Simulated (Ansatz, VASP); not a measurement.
# Two plane-wave programs on Y

```
CELL_PARAMETERS angstrom
1.72458 2.98706 0.00000
-1.72458 2.98706 0.00000
0.00000 0.00000 5.39614
ATOMIC_POSITIONS crystal
Y 0.33333 0.33334 0.25000
Y 0.66666 0.66667 0.75000
```

Alike in both runs: task single point; functional r2SCAN; k mesh 11 × 11 × 6; occupations fermi-dirac, width 0.1379 eV; no spin polarisation.

```csv
,VASP,Ansatz
version,VASP 6.6.1,Ansatz 0.2.0
potentials or method,"VASP PAW PBE potentials, release 64 (Y_sv), cutoff 520 eV",PAW plane waves
valence electrons in the cell,22,22
```

Ansatz gave:

* pressure (GPa): 9.9
* traceless stress, the component that is largest in VASP (GPa): -0.37

Q: Which values does VASP return?

A: Pressure (GPa): 10.0; traceless stress, the component that is largest in VASP (GPa): -0.39.

VASP's potentials were made for PBE, not for r2SCAN. With one functional, cell and mesh, what is left measures potentials, basis and numerics. Ansatz's warnings: structure snapped to symmetry.
